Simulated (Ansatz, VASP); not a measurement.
One calculation of As, two programs

```
As
1.0
     1.79899    1.03865    6.83168
    -1.79899    1.03865    6.83168
     0.00000   -2.07730    6.83168
As
2
Direct
  0.79990 0.79990 0.79990
  0.20010 0.20010 0.20010
```

Alike in both runs: task single point; functional RPBE; k mesh 17 × 17 × 17; occupations fermi-dirac, width 0.1 eV; no spin polarisation.

|  | VASP | Ansatz |
| --- | --- | --- |
| version | VASP 6.6.1 | Ansatz 0.2.0 |
| potentials or method | VASP PAW PBE potentials, release 64 (As), cutoff 520 eV | plane waves (420 eV) with PAW, scalar-relativistic |
| valence electrons in the cell | 10 | 30 |

VASP gave:

```
pressure (GPa)                                                : 1.7
traceless stress, the component that is largest in VASP (GPa) : -0.21
```

**Question.** Which values does Ansatz return?

**Answer.** Pressure (GPa): 1.5; traceless stress, the component that is largest in VASP (GPa): -0.27.

VASP's potentials were made for PBE, not for RPBE. VASP's potentials hold 10 valence electrons a cell and Ansatz's 30, so a difference there can come from the potentials and not from the codes.
